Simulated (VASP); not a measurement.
# Si (Fm-3m) in VASP: notebook

Si is run at these levels: r2SCAN, r2SCAN0; tasks: single point.

Program: VASP 6.6.1. These are calculated values, not measurements. Logs are shortened: lines on timing, memory, paths and dates and some standing lists are left out, and cuts for length are marked.

## (1) The cell of the first run

It takes space group Fm-3m (No. 225, cubic). Conventional cell: a = 3.801 Å, b = 3.801 Å, c = 3.801 Å, α = 90.00°, β = 90.00°, γ = 90.00°. Within 3.5 Å of Si (site symmetry m-3m) lie 12 Si at 2.69 Å.

## (2) Single point, r2SCAN, non-collinear spin, zero start, spin-orbit coupling

Contents of POSCAR:

```
Si
1.0
    0.0000000000      1.9005188515      1.9005188515
    1.9005188515      0.0000000000      1.9005188515
    1.9005188515      1.9005188515      0.0000000000
Si
1
Direct
    0.0000000000      0.0000000000      0.0000000000
```

Contents of INCAR.step1:

```
SYSTEM = Si
  PREC = Accurate
  ENCUT = 520
  ISMEAR = -1
  SIGMA = 0.1
  LREAL = .FALSE.
  LASPH = .TRUE.
  NELM = 150
  MAGMOM = 0 0 0
  LSORBIT = .TRUE.
  GGA_COMPAT = .FALSE.
  NBANDS = 15
  GGA = PE
  ALGO = Normal
  EDIFF = 1E-4
  LWAVE = .TRUE.
  LCHARG = .FALSE.
```

Contents of INCAR.step2:

```
SYSTEM = Si
  PREC = Accurate
  ENCUT = 520
  EDIFF = 1E-6
  ISMEAR = -1
  SIGMA = 0.1
  LREAL = .FALSE.
  LASPH = .TRUE.
  NELM = 150
  ALGO = Normal
  ISIF = 2
  LWAVE = .FALSE.
  LCHARG = .FALSE.
  MAGMOM = 0 0 0
  LORBIT = 11
  LSORBIT = .TRUE.
  GGA_COMPAT = .FALSE.
  LORBMOM = .TRUE.
  METAGGA = R2SCAN
  LMIXTAU = .TRUE.
  NBANDS = 15
  ISTART = 1
```

Contents of KPOINTS:

```
regular mesh
0
G
  14 14 14
  0 0 0
```

Potentials or basis: VASP PAW PBE potentials, release 64 (Si).

Launch:

```
$ cat potpaw_PBE.64/Si/POTCAR > POTCAR
$ cp INCAR.step1 INCAR
$ mpirun -np 1 vasp_ncl > vasp.out
$ cp INCAR.step2 INCAR
$ mpirun -np 1 vasp_ncl > vasp.out
```

OUTCAR:

```text
SYSTEM = Si
   PREC = Accurate
   ENCUT = 520
   EDIFF = 1E-6
   ISMEAR = -1
   LREAL = .FALSE.
   LASPH = .TRUE.
   NELM = 150
   ISIF = 2
   LORBIT = 11
   LSORBIT = .TRUE.
   METAGGA = R2SCAN
   ISTART = 1

 ion  position               nearest neighbor table
   1  0.000  0.000  0.000-

  LATTYP: Found a face centered cubic cell.
 ALAT       =     3.8010377030

  Lattice vectors:

 A1 = (   0.0000000000,   1.9005188515,   1.9005188515)
 A2 = (   1.9005188515,   0.0000000000,   1.9005188515)
 A3 = (   1.9005188515,   1.9005188515,   0.0000000000)

Analysis of symmetry for initial positions (statically):
=====================================================================
 Subroutine PRICEL returns:
 Original cell was already a primitive cell.

 Routine SETGRP: Setting up the symmetry group for a
 face centered cubic supercell.

 Subroutine GETGRP returns: Found 48 space group operations
 (whereof 48 operations were pure point group operations)
 out of a pool of 48 trial point group operations.

The static configuration has the point symmetry O_h .

Analysis of symmetry for dynamics (positions and initial velocities):
=====================================================================
 Subroutine PRICEL returns:
 Original cell was already a primitive cell.

 Routine SETGRP: Setting up the symmetry group for a
 face centered cubic supercell.

 Subroutine GETGRP returns: Found 48 space group operations
 (whereof 48 operations were pure point group operations)
 out of a pool of 48 trial point group operations.

The dynamic configuration has the point symmetry O_h .

Analysis of structural, dynamic, and magnetic symmetry:
=====================================================================
 Subroutine PRICEL returns:
 Original cell was already a primitive cell.

 Routine SETGRP: Setting up the symmetry group for a
 face centered cubic supercell.

 Subroutine GETGRP returns: Found 48 space group operations
 (whereof 48 operations were pure point group operations)
 out of a pool of 48 trial point group operations.

The overall configuration has the point symmetry O_h .

 Subroutine INISYM returns: Found 48 space group operations
 (whereof 48 operations are pure point group operations),
 and found     1 'primitive' translations

----------------------------------------------------------------------------------------

                                     Primitive cell

  volume of cell :      13.7292

  direct lattice vectors                    reciprocal lattice vectors
     0.000000000  1.900518851  1.900518851    -0.263086051  0.263086051  0.263086051
     1.900518851  0.000000000  1.900518851     0.263086051 -0.263086051  0.263086051
     1.900518851  1.900518851  0.000000000     0.263086051  0.263086051 -0.263086051

  length of vectors
     2.687739535  2.687739535  2.687739535     0.455678408  0.455678408  0.455678408

  position of ions in fractional coordinates (direct lattice)
     0.000000000  0.000000000  0.000000000

  ion indices of the primitive-cell ions
   primitive index   ion index
                 1           1

----------------------------------------------------------------------------------------

 KPOINTS: regular mesh

Automatic generation of k-mesh.
 Grid dimensions read from file:
 generate k-points for:   14   14   14

 Generating k-lattice:

  Cartesian coordinates                     Fractional coordinates (reciprocal lattice)
    -0.018791861  0.018791861  0.018791861     0.071428571  0.000000000  0.000000000
     0.018791861 -0.018791861  0.018791861     0.000000000  0.071428571  0.000000000
     0.018791861  0.018791861 -0.018791861     0.000000000  0.000000000  0.071428571

  Length of vectors
     0.032548458  0.032548458  0.032548458

  Shift w.r.t. Gamma in fractional coordinates (k-lattice)
     0.000000000  0.000000000  0.000000000

 Subroutine IBZKPT returns following result:
 ===========================================

 Found    104 irreducible k-points:
[... 52 lines left out ...]
   ISIF   =      2    stress and relaxation
   ISYM   =      2    0-nonsym 1-usesym 2-fastsym
   POTIM  = 0.5000    time-step for ionic-motion
   TEBEG  =    0.0;   TEEND  =   0.0 temperature during run
   PSTRESS=    0.0 pullay stress
   NELECT =       4.0000    total number of electrons
   NUPDOWN=      -1.0000    fix difference up-down
   EMIN   =  10.00;   EMAX   =-10.00  energy-range for DOS
   EFERMI =   0.00;   METHOD = LEGACY
   ISMEAR =    -1;   SIGMA  =   0.10  broadening in eV -4-tet -1-fermi 0-gaus
   EFERMI_NEDOS =   21; number of points for ismear=-14 and -15
   IALGO  =     38    algorithm
   IMIX   =      4    mixing-type and parameters
     AMIX     =   0.40;   BMIX     =  1.00
     AMIX_MAG =   1.60;   BMIX_MAG =  1.00
  volume/ion in A,a.u.               =      13.73        92.65
  Fermi-wavevector in a.u.,A,eV,Ry     =   1.085290  2.050902 16.025695  1.177855
  Thomas-Fermi vector in A             =   2.221401
   LORBIT       =     11    0 simple, 1 ext, 2 COOP (PROOUT), +10 PAW based schemes
   METAGGA = R2SCAN    functional components
   LHFCALC =     F    Hartree Fock is set to
   AEXX    =    0.0000 exact exchange contribution
   IVDW    =     0    specifies the selected vdW correction
   LEPSILON=     F    determine dielectric tensor
   LRPA    =     F    only Hartree local field effects (RPA)
  energy-cutoff  :      520.00
  volume of cell :       13.73
 maximum number of plane-waves:       760
   NGX =  9   NGY =  9   NGZ =  9

 number of electron       4.0000000 magnetization      -0.0000000      0.0000000     -0.0000000

 number of electron       4.0000000 magnetization       0.0000000     -0.0000000      0.0000000

 Free energy of the ion-electron system (eV)
  ---------------------------------------------------
  ext. energy  EPLUGINS =         0.00000000
  ---------------------------------------------------
  free energy    TOTEN  =        -8.03411983 eV

  energy without entropy =       -8.02162052  energy(sigma->0) =       -8.02787017

 E-fermi :  10.9485     XC(G=0): -12.2131

 val. band max:       10.9431823561   @ k =   0.4286   0.2857   0.0000
 cond. band min:      10.9522032601   @ k =   0.5000   0.3571   0.0714
 fundamental gap:      0.0090209040
 Fermi energy:        10.9485393193

 k-point     1 :       0.0000    0.0000    0.0000
  band No.  band energies     occupation
      1      -4.9720      1.00000
      2      -4.9720      1.00000
      3      23.5384      0.00000
      4      23.5384      0.00000
      5      23.6320      0.00000
      6      23.6320      0.00000
      7      23.6320      0.00000
      8      23.6320      0.00000
      9      23.7700      0.00000
     10      23.7700      0.00000
     11      23.7700      0.00000
     12      23.7700      0.00000
     13      23.7700      0.00000
     14      23.7700      0.00000
[... 401 lines left out ...]
      2      -2.5831      1.00000
      3      13.3675      0.00000
      4      13.3675      0.00000
      5      17.9112      0.00000
      6      17.9112      0.00000
      7      19.7037      0.00000
      8      19.7037      0.00000
      9      20.9809      0.00000
     10      20.9809      0.00000
     11      24.9937      0.00000
     12      24.9937      0.00000
     13      29.5171      0.00000
     14      29.5171      0.00000
     15      30.1807      0.00000

 [... further k-points ...]

------------------------ aborting loop because EDIFF is reached ----------------------------------------

  FORCE on cell =-STRESS in cart. coord.  units (eV):
  Direction    XX          YY          ZZ          XY          YZ          ZX
  --------------------------------------------------------------------------------------
  -------------------------------------------------------------------------------------
  Total        0.0078944      0.0078944      0.0078944     -0.0000000      0.0000000      0.0000000
  in kB        0.9212615      0.9212615      0.9212615     -0.0000000      0.0000000      0.0000000
  external PRESSURE =       0.9212615 kB  Pullay stress =       0.0000000 kB

 VOLUME and BASIS-vectors are now :
 -----------------------------------------------------------------------------
  energy-cutoff  :      520.00
  volume of cell :       13.73
      direct lattice vectors                 reciprocal lattice vectors
     0.000000000  1.900518851  1.900518851    -0.263086051  0.263086051  0.263086051
     1.900518851  0.000000000  1.900518851     0.263086051 -0.263086051  0.263086051
     1.900518851  1.900518851  0.000000000     0.263086051  0.263086051 -0.263086051

 POSITION                                       TOTAL-FORCE (eV/Angst)
 -----------------------------------------------------------------------------------
      0.00000      0.00000      0.00000         0.000000      0.000000      0.000000
 -----------------------------------------------------------------------------------
    total drift:                                0.000000     -0.000000     -0.000000

  FREE ENERGIE OF THE ION-ELECTRON SYSTEM (eV)
  ---------------------------------------------------
  free  energy   TOTEN  =        -8.0341198311 eV

  energy  without entropy=       -8.0216205174  energy(sigma->0) =       -8.02787017

 orbital moment (x)

 # of ion     p       tot
 --------------------------------
  1         0.000   0.000
 --------------------------------
            0.000   0.000

 orbital moment (y)

 # of ion     p       tot
 --------------------------------
  1         0.000   0.000
 --------------------------------
            0.000   0.000

 orbital moment (z)

 # of ion     p       tot
 --------------------------------
  1         0.000   0.000
 --------------------------------
            0.000   0.000

 Spin-Orbit-Coupling matrix elements

 Ion:    1  E_soc:     -0.0002771
 l=   1
     0.0000000    -0.0000462    -0.0000462
    -0.0000462     0.0000000    -0.0000462
    -0.0000462    -0.0000462     0.0000000
 l=   2
     0.0000000     0.0000000     0.0000000     0.0000000     0.0000000
     0.0000000     0.0000000     0.0000000     0.0000000     0.0000000
     0.0000000     0.0000000     0.0000000     0.0000000     0.0000000
     0.0000000     0.0000000     0.0000000     0.0000000     0.0000000
     0.0000000     0.0000000     0.0000000     0.0000000     0.0000000
 l=   3
     0.0000000     0.0000000     0.0000000     0.0000000     0.0000000     0.0000000     0.0000000
     0.0000000     0.0000000     0.0000000     0.0000000     0.0000000     0.0000000     0.0000000
     0.0000000     0.0000000     0.0000000     0.0000000     0.0000000     0.0000000     0.0000000
     0.0000000     0.0000000     0.0000000     0.0000000     0.0000000     0.0000000     0.0000000
     0.0000000     0.0000000     0.0000000     0.0000000     0.0000000     0.0000000     0.0000000
     0.0000000     0.0000000     0.0000000     0.0000000     0.0000000     0.0000000     0.0000000
     0.0000000     0.0000000     0.0000000     0.0000000     0.0000000     0.0000000     0.0000000

 total charge

# of ion       s       p       d       tot
------------------------------------------
    1        0.810   0.737   0.000   1.547

 magnetization (x)

# of ion       s       p       d       tot
------------------------------------------
    1       -0.000   0.000   0.000  -0.000

 magnetization (y)

# of ion       s       p       d       tot
------------------------------------------
    1        0.000   0.000   0.000   0.000

 magnetization (z)

# of ion       s       p       d       tot
------------------------------------------
    1        0.000   0.000   0.000   0.000
```

Run time: 92 s. Hardware: 1 thread of Intel Xeon 6975P-C (Granite Rapids), shared host; peak memory 0.18 GiB.

Results:

```
Free energy                                           : -8.0341 eV
Pressure                                              : 0.1 GPa
Net moment                                            : 0.00 μB per cell
Valence electrons inside the program's atomic spheres : Si 1.55
```

Moments on the atoms (μB; x, y, z):
```
Si  0.00 0.00 0.00
```

Caveat: the PAW data sets were made with another functional, which shifts forces and pressure a little.

## (3) Single point, r2SCAN

Contents of POSCAR:

```
Si
1.0
    0.0000000000      1.9005188511      1.9005188511
    1.9005188511      0.0000000000      1.9005188511
    1.9005188511      1.9005188511      0.0000000000
Si
1
Direct
    0.0000000000      0.0000000000      0.0000000000
```

Contents of INCAR.step1:

```
ALGO = Normal
EDIFF = 1E-4
ENCUT = 520
GGA = PE
ISMEAR = -1
LASPH = True
LCHARG = False
LREAL = False
LWAVE = True
NBANDS = 8
NELM = 80
PREC = Accurate
SIGMA = 0.1
```

Contents of INCAR.step2:

```
ALGO = Normal
EDIFF = 1E-7
ENCUT = 520
ISIF = 2
ISMEAR = -1
ISTART = 1
LASPH = True
LCHARG = False
LMIXTAU = True
LREAL = False
LWAVE = False
METAGGA = R2SCAN
NBANDS = 8
NELM = 80
PREC = Accurate
SIGMA = 0.1
```

Contents of KPOINTS:

```
k-points
0
Gamma
  7 7 7
```

Potentials or basis: VASP PAW PBE potentials, release 64 (Si).

Launch:

```
$ cat potpaw_PBE.64/Si/POTCAR > POTCAR
$ cp INCAR.step1 INCAR
$ mpirun -np 1 vasp_std > vasp.out
$ cp INCAR.step2 INCAR
$ mpirun -np 1 vasp_std > vasp.out
```

Wall time 13 s (1 thread of Intel Xeon 8259CL, shared host); peak memory 0.12 GiB.

It converged, with:

```yaml
Free_energy: -8.0209 eV
Pressure: 0.4 GPa
Band_gap_on_the_k_mesh: zero (band 2 reaches 23.60 eV, above the bottom of band 3 at 8.33 eV)
```

Levels at points of the mesh, in eV from the Fermi level:
| k point | band 1 | band 2 | band 3 | band 4 | band 5 | band 6 |
| --- | --- | --- | --- | --- | --- | --- |
| (0.00, 0.00, 0.00) | -15.90 | 12.67 | 12.67 | 12.67 | 12.84 | 12.84 |

Caveat: the k points lie up to 0.41 Å⁻¹ apart; the PAW data sets were made with another functional, which shifts forces and pressure a little.

## (4) Single point, r2SCAN0

POSCAR is that of step 3.

Contents of INCAR.step1:

```
PREC = Accurate
ENCUT = 520
EDIFF = 1E-5
ISMEAR = -1
SIGMA = 0.1
LREAL = False
LASPH = True
NELM = 80
ALGO = Normal
ISIF = 2
LWAVE = True
LCHARG = False
NBANDS = 8
GGA = PE
```

Contents of INCAR.step2:

```
PREC = Accurate
ENCUT = 520
EDIFF = 1E-7
ISMEAR = -1
SIGMA = 0.1
LREAL = False
LASPH = True
NELM = 80
ALGO = Normal
ISIF = 2
LWAVE = False
LCHARG = False
METAGGA = R2SCAN
LHFCALC = True
AEXX = 0.25
LMIXTAU = True
PRECFOCK = Normal
NBANDS = 8
ISTART = 1
```

Contents of KPOINTS:

```
regular mesh
0
Gamma
  7 7 7
```

Launch:

```
$ cat potpaw_PBE.64/Si/POTCAR > POTCAR
$ cp INCAR.step1 INCAR
$ mpirun -np 1 vasp_std > vasp.out
$ cp INCAR.step2 INCAR
$ mpirun -np 1 vasp_std > vasp.out
```

Run time: 6.8 min. Hardware: 1 thread of Intel Xeon 8259CL, shared host; peak memory 0.13 GiB.

The run converged. Its results:

| Property | Result |
| --- | --- |
| Free energy | -8.4865 eV |
| Pressure | -0.8 GPa |
| Band gap on the k mesh | zero (band 2 reaches 24.80 eV, above the bottom of band 3 at 7.68 eV) |

Levels at points of the mesh, in eV from the Fermi level:
```csv
k point,band 1,band 2,band 3,band 4,band 5,band 6
"(0.00, 0.00, 0.00)",-17.96,13.81,13.81,13.81,14.01,14.01
```

Caveat: the k points lie up to 0.41 Å⁻¹ apart; the PAW data sets were made with another functional, which shifts forces and pressure a little.

## (5) The runs side by side

```csv
level,spin,k mesh,grid for exact exchange (PRECFOCK),gap on the mesh (eV),pressure (GPa)
r2SCAN,"non-collinear, zero start, SOC",14 × 14 × 14,-,-,0.1
r2SCAN,off,7 × 7 × 7,-,none,0.4
r2SCAN0,off,7 × 7 × 7,Normal,none,-0.8
```

Alike in all rows: task single point; potentials or basis VASP PAW PBE potentials, release 64 (Si); cell as given; cutoff (eV) 520; smearing fermi-dirac 0.1 eV.

Caveats: some runs use coarse meshes; the PAW data sets were made with another functional, which shifts forces and pressure a little.

Absolute energies hang on the potentials; compare differences alone.
